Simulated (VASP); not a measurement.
# Ru (P6_3/mmc) in VASP: notebook, part 2 of 2

VASP 6.6.1. Earlier steps stand in the parts before.

## 5. Relaxation of cell and atoms, LDA, collinear spin, ferromagnetic start

This run uses another cell than the first one, of 13.55 Å³/atom.

File INCAR:

```
ALGO = Normal ; EDIFF = 1E-6
EDIFFG = -0.01 ; ENCUT = 600
GGA = CA ; IBRION = 2
ISIF = 3 ; ISMEAR = -1
ISPIN = 2 ; LASPH = True
LCHARG = False ; LMAXMIX = 4
LORBIT = 11 ; LREAL = False
LWAVE = False ; MAGMOM = 1 1
NELM = 150 ; NSW = 80
PREC = Accurate ; SIGMA = 0.05
```

File KPOINTS:

```
k-points
0
Gamma
  13 13 8
```

File POSCAR:

```
Ru
1.0
    2.7038898633      0.0000000000      0.0000000000
   -1.3519449316      2.3416373106      0.0000000000
    0.0000000000      0.0000000000      4.2816800000
Ru
2
Direct
    0.3333333333      0.6666666667      0.2500000000
    0.6666666667      0.3333333333      0.7500000000
```

Potentials or basis: VASP PAW LDA potentials, release 64 (Ru_pv).

Launch:

```
> cat potpaw_LDA.64/Ru_pv/POTCAR > POTCAR
> mpirun -np 1 vasp_std > vasp.out
```

OUTCAR:

```text
EDIFF = 1E-6
   EDIFFG = -0.01
   ENCUT = 600
   GGA = CA
   IBRION = 2
   ISIF = 3
   ISMEAR = -1
   ISPIN = 2
   LASPH = True
   LORBIT = 11
   LREAL = False
   NELM = 150
   NSW = 80
   PREC = Accurate

 ion  position               nearest neighbor table
   1  0.333  0.667  0.250-   2 2.65   2 2.65   2 2.65   2 2.65   2 2.65   2 2.65
   2  0.667  0.333  0.750-   1 2.65   1 2.65   1 2.65   1 2.65   1 2.65   1 2.65

  LATTYP: Found a hexagonal cell.
 ALAT       =     2.7038898633
 C/A-ratio  =     1.5835260371

  Lattice vectors:

 A1 = (   2.7038898633,   0.0000000000,   0.0000000000)
 A2 = (  -1.3519449316,   2.3416373106,   0.0000000000)
 A3 = (   0.0000000000,   0.0000000000,   4.2816800000)

Analysis of symmetry for initial positions (statically):
=====================================================================
 Subroutine PRICEL returns:
 Original cell was already a primitive cell.

 Routine SETGRP: Setting up the symmetry group for a
 hexagonal supercell.

 Subroutine GETGRP returns: Found 24 space group operations
 (whereof 12 operations were pure point group operations)
 out of a pool of 24 trial point group operations.

The static configuration has the point symmetry D_3d.
 The point group associated with its full space group is D_6h.

Analysis of symmetry for dynamics (positions and initial velocities):
=====================================================================
 Subroutine PRICEL returns:
 Original cell was already a primitive cell.
[... 184 lines left out ...]
  in kB      -98.4467331    -98.4467331   -135.2327065     -0.0000000      0.0000000     -0.0000000
  external PRESSURE =    -110.7087242 kB  Pullay stress =       0.0000000 kB
[... 291 lines left out ...]
 number of electron      27.9999993 magnetization       0.0000003

 number of electron      27.9999993 magnetization      -0.0000003

 Free energy of the ion-electron system (eV)
  ---------------------------------------------------
  ext. energy  EPLUGINS =         0.00000000
  ---------------------------------------------------
  free energy    TOTEN  =       -21.39601907 eV

  energy without entropy =      -21.38373854  energy(sigma->0) =      -21.38987880

 E-fermi :  13.3825     XC(G=0): -14.5902

 val. band max:       13.3808353394   @ k =   0.0769   0.0000   0.3750
 cond. band min:      13.4110087308   @ k =   0.3077   0.1538   0.2500
 fundamental gap:      0.0301733915
 Fermi energy:        13.3824511767

 spin component 1

 k-point     1 :       0.0000    0.0000    0.0000
  band No.  band energies     occupation
      1     -30.2779      1.00000
      2     -29.2157      1.00000
      3     -29.2157      1.00000
      4     -29.0185      1.00000
      5     -29.0185      1.00000
      6     -28.9646      1.00000
[... 517 lines left out ...]
     18      17.8529      0.00000
     19      23.2714      0.00000

 [... further k-points ...]

 spin component 2

 k-point     1 :       0.0000    0.0000    0.0000
  band No.  band energies     occupation
      1     -30.2779      1.00000
      2     -29.2157      1.00000
      3     -29.2157      1.00000
      4     -29.0185      1.00000
      5     -29.0185      1.00000
      6     -28.9646      1.00000
[... 548 lines left out ...]
  FREE ENERGIE OF THE ION-ELECTRON SYSTEM (eV)
  ---------------------------------------------------
  free  energy   TOTEN  =       -21.3960190741 eV

  energy  without entropy=      -21.3837385357  energy(sigma->0) =      -21.38987880

 reached required accuracy - stopping structural energy minimisation

 total charge

# of ion       s       p       d       tot
------------------------------------------
    1        0.421   6.338   5.991  12.749
    2        0.421   6.338   5.991  12.749
--------------------------------------------------
tot          0.841  12.675  11.981  25.498

 magnetization (x)

# of ion       s       p       d       tot
------------------------------------------
    1        0.000  -0.000   0.000   0.000
    2        0.000  -0.000   0.000   0.000
--------------------------------------------------
tot          0.000  -0.000   0.000   0.000
```

OSZICAR:

```text
N       E                     dE             d eps       ncg     rms          rms(c)
DAV:   1     0.307495254504E+03    0.30750E+03   -0.19154E+04  7988   0.182E+03
DAV:   2    -0.156213763530E+02   -0.32312E+03   -0.31552E+03  8320   0.505E+02
DAV:   3    -0.225761009202E+02   -0.69547E+01   -0.68239E+01  8684   0.807E+01
[... 69 lines left out ...]
DAV:   1    -0.213965650021E+02   -0.58512E-03   -0.11899E-02  8052   0.130E+00    0.206E-01
DAV:   2    -0.213960282040E+02    0.53680E-03   -0.15921E-03  8028   0.408E-01    0.326E-02
DAV:   3    -0.213960150949E+02    0.13109E-04   -0.83237E-05  8349   0.850E-02    0.194E-02
DAV:   4    -0.213960190698E+02   -0.39749E-05   -0.59638E-06  8677   0.208E-02    0.246E-03
DAV:   5    -0.213960190741E+02   -0.42528E-08   -0.41875E-07  4767   0.682E-03
   9 F= -.21396019E+02 E0= -.21389879E+02  d E =-.769712E-05  mag=     0.0000
```

CONTCAR:

```text
Ru
   1.00000000000000
     2.6801509887653139   -0.0000000000005078   -0.0000000000000000
    -1.3400754943335353    2.3210788421973625    0.0000000000000000
     0.0000000000000000    0.0000000000000000    4.2190885616212936
  Ru
     2
Direct
     0.3333333332999970    0.6666666667000030    0.2500000000000000
     0.6666666667000030    0.3333333332999970    0.7500000000000000

  0.00000000E+00  0.00000000E+00  0.00000000E+00
  0.00000000E+00  0.00000000E+00  0.00000000E+00
```

It took 3.1 min on 1 thread of Intel Xeon 6975P-C (Granite Rapids), shared host; peak memory 0.23 GiB.

Results:

| Quantity | Value |
| --- | --- |
| Free energy | -21.3960 eV |
| Relaxed volume | 13.12 Å³/atom |
| Relaxed cell | a = 2.680 Å, b = 2.680 Å, c = 4.219 Å, α = 90.00°, β = 90.00°, γ = 120.00° |
| Space group after relaxing (to 0.1 Å) | P6_3/mmc (No. 194) |
| Energy gained by relaxing | 16.0 meV/atom |
| Ionic steps | 9 |
| Pressure after relaxing | 0.0 GPa |
| Band gap on the k mesh | zero (filled and empty bands overlap) |
| Net moment | 0.00 μB per cell |
| Valence electrons inside the program's atomic spheres | Ru 12.75 |

The path:
| step | energy change (eV) | largest force (eV/Å) | pressure (GPa) | volume (Å³) |
| --- | --- | --- | --- | --- |
| 1 | 0.0000 | 0.0000 | -11.07 | 27.11 |
| 2 | 0.3519 | 0.0000 | 50.73 | 23.60 |
| 3 | -0.0318 | 0.0000 | -0.65 | 26.28 |
| 4 | -0.0319 | 0.0000 | 0.16 | 26.23 |
| 5 | -0.0319 | 0.0000 | -0.11 | 26.25 |
| 6 | -0.0319 | 0.0000 | -0.29 | 26.27 |
| 7 | -0.0320 | 0.0000 | -0.18 | 26.26 |
| 8 | -0.0320 | 0.0000 | 0.44 | 26.22 |
| 9 | -0.0320 | 0.0000 | 0.00 | 26.25 |

Final structure:
```
Ru
1.0
     2.68015    0.00000    0.00000
    -1.34008    2.32108    0.00000
     0.00000    0.00000    4.21909
Ru
2
Direct
  0.33333 0.66667 0.25000
  0.66667 0.33333 0.75000
```

Levels at points of the mesh, in eV from the Fermi level:
Spin up:
```csv
k point,band 11,band 12,band 13,band 14,band 15,band 16,band 17,band 18
"(0.00, 0.00, 0.00)",-2.57,-2.07,-2.07,-1.56,-1.56,1.21,1.21,1.35
"(0.00, 0.00, 0.50)",-3.00,-3.00,-2.86,-2.86,0.54,0.54,0.54,0.54
```
Spin down:
```tsv
k point	band 11	band 12	band 13	band 14	band 15	band 16	band 17	band 18
(0.00, 0.00, 0.00)	-2.57	-2.07	-2.07	-1.56	-1.56	1.21	1.21	1.35
(0.00, 0.00, 0.50)	-3.00	-3.00	-2.86	-2.86	0.54	0.54	0.54	0.54
```

LDA usually gives volumes a few per cent too small. Zero-point motion and thermal expansion aren't in these numbers.

## 6. Overview

```csv
task,spin,cell,cutoff (eV),smearing,gap on the mesh (eV),pressure (GPa)
single point,off,"a = 2.678, b = 2.678, c = 4.218 Å, angles 90.0, 90.0, 120.0°, 2 atoms",520,fermi-dirac 0.01 eV,none,0.7
single point,off,"a = 2.678, b = 2.678, c = 4.218 Å, angles 90.0, 90.0, 120.0°, 2 atoms",520,fermi-dirac 0.03 eV,none,0.7
single point,off,"a = 2.678, b = 2.678, c = 4.218 Å, angles 90.0, 90.0, 120.0°, 2 atoms",520,fermi-dirac 0.2 eV,none,1.8
relaxation of cell and atoms,"collinear, ferromagnetic start","relaxed from a = 2.704, b = 2.704, c = 4.282 Å, angles 90.0, 90.0, 120.0°, 2 atoms",600,fermi-dirac 0.05 eV,none,0.0
```

Alike in all rows: level LDA; potentials or basis VASP PAW LDA potentials, release 64 (Ru_pv); k mesh 13 × 13 × 8.

Total energies depend on the potentials used, so only differences within one code and one set of settings carry meaning.

The gap in the log of VASP goes by the Fermi energy; the results here count the filled bands.